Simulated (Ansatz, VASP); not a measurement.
## BaAl2B4: VASP beside Ansatz

```
CELL_PARAMETERS angstrom
3.18199 0.00000 0.00000
-1.59100 2.75569 0.00000
0.00000 0.00000 10.26763
ATOMIC_POSITIONS crystal
Ba 0.00000 0.00000 0.00000
Al 0.00000 0.00000 0.62492
Al 0.00000 0.00000 0.37508
B 0.33333 0.66667 0.75953
B 0.66667 0.33333 0.75953
B 0.66667 0.33333 0.24047
B 0.33333 0.66667 0.24047
```

Alike in both runs: functional PBE; k mesh 6 × 6 × 4; occupations gaussian, width 0.1 eV; no spin polarisation.

Ansatz relaxed the structure, and its values are those at the end. VASP's run is a single point on that final structure, the one shown.

|  | VASP | Ansatz |
| --- | --- | --- |
| version | VASP 6.6.1 | Ansatz 0.2.0 |
| potentials or method | VASP PAW PBE potentials, release 64 (Ba_sv, Al, B_h), cutoff 1230 eV | scalar-relativistic, plane waves, PAW |
| valence electrons in the cell | 28 | 28 |

```tsv
	VASP	Ansatz	Ansatz less VASP
gap on the k mesh at the Fermi level (eV)	none	none	-
pressure (GPa)	1.5	0.1	-1.41
rms of the force components (eV/Å)	0.034	0.008	-0.0266
```

A gap of «none» marks a metal or a gap that the smearing closes. With one functional, cell and mesh, what is left measures potentials, basis and numerics.

The k mesh is coarse, so the values compare programs but aren't converged. Spin-orbit coupling is off throughout.
